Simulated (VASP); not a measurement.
Here is a VASP 6.6.1 calculation.

File INCAR:

```
ALGO     = Normal         # electronic algorithm
EDIFF    = 1E-7           # SCF threshold, eV
ENCUT    = 520            # plane-wave cutoff, eV
GGA      = PE             # functional
ISIF     = 2              # what is computed and relaxed
ISMEAR   = -1             # smearing method
LASPH    = T              # aspherical terms in the spheres
LCHARG   = F              # write CHGCAR
LREAL    = Auto         
LWAVE    = F              # write WAVECAR
NBANDS   = 86             # bands
NELM     = 60             # most SCF steps
PREC     = Accurate       # precision mode
SIGMA    = 0.05           # smearing width, eV
```

The input KPOINTS:

```
k-points
0
Gamma
  3 3 1
```

The input POSCAR:

```
HW8C8
1.0
    5.7641400000      0.0000000000      0.0000000000
   -2.8820700000      4.9918920000      0.0000000000
    0.0000000000      0.0000000000     17.2358050000
W C H
8 8 1
Direct
    0.0000000000      0.0000000000      0.0580187580
    0.0088088468      0.0011017867      0.2222582583
    0.0000014646      0.4999907851      0.0580187580
    0.0129913720      0.4957839633      0.2219159476
    0.5000052046      0.0000000000      0.0580187580
    0.5133566873      0.0136220896      0.2287911705
    0.4999893205      0.4999907851      0.0580187580
    0.5072231913      0.5076231617      0.2216664670
    0.3221476379      0.1480200293      0.1310643744
    0.3384597412      0.1580563041      0.2879470962
    0.3184413100      0.6610319294      0.1326366828
    0.3523925124      0.6643973868      0.2903490728
    0.8380997125      0.1573952321      0.1364021002
    0.8381597719      0.1628240355      0.2994464140
    0.8214575501      0.6566448152      0.1354563944
    0.8317999728      0.6547417292      0.2889566226
    0.8425549738      1.1368234729      0.3663130327
```

Potentials or basis: VASP PAW PBE potentials, release 64 (W_sv, C, H).

Command:

```console
$ cat potpaw_PBE.64/W_sv/POTCAR potpaw_PBE.64/C/POTCAR potpaw_PBE.64/H/POTCAR > POTCAR
$ mpirun -np 1 vasp_std > vasp.out
```

Estimate the band gap on the k mesh.

zero (an odd number of electrons rules out a gap without spin polarisation).

What does it give for the largest force?

3.085 eV/Å.

Forces on the atoms (eV/Å):
```
W   -0.342 -0.651 -0.870
W   -0.066 -1.063  1.199
W   -0.345 -0.587 -0.565
W   -1.390  0.712  1.661
W    0.407 -0.259  0.006
W    0.355 -2.588 -1.641
W   -0.195 -0.341 -0.789
W    0.250 -1.532  0.650
C    0.395  1.541  0.797
C   -0.975  0.880  0.748
C    1.389  0.596  0.381
C   -0.992  0.558 -0.186
C   -0.728  0.774 -0.140
C    0.812  0.060  1.540
C    0.889  0.713 -0.286
C    0.736  0.745 -0.610
H   -0.199  0.443 -1.896
```

Caveat: the k points lie up to 0.42 Å⁻¹ apart, too coarse for converged energies and pressures of a metal; the atoms stand as in a frame of molecular dynamics; spin-orbit coupling is left out, which moves the levels of the heavy elements.
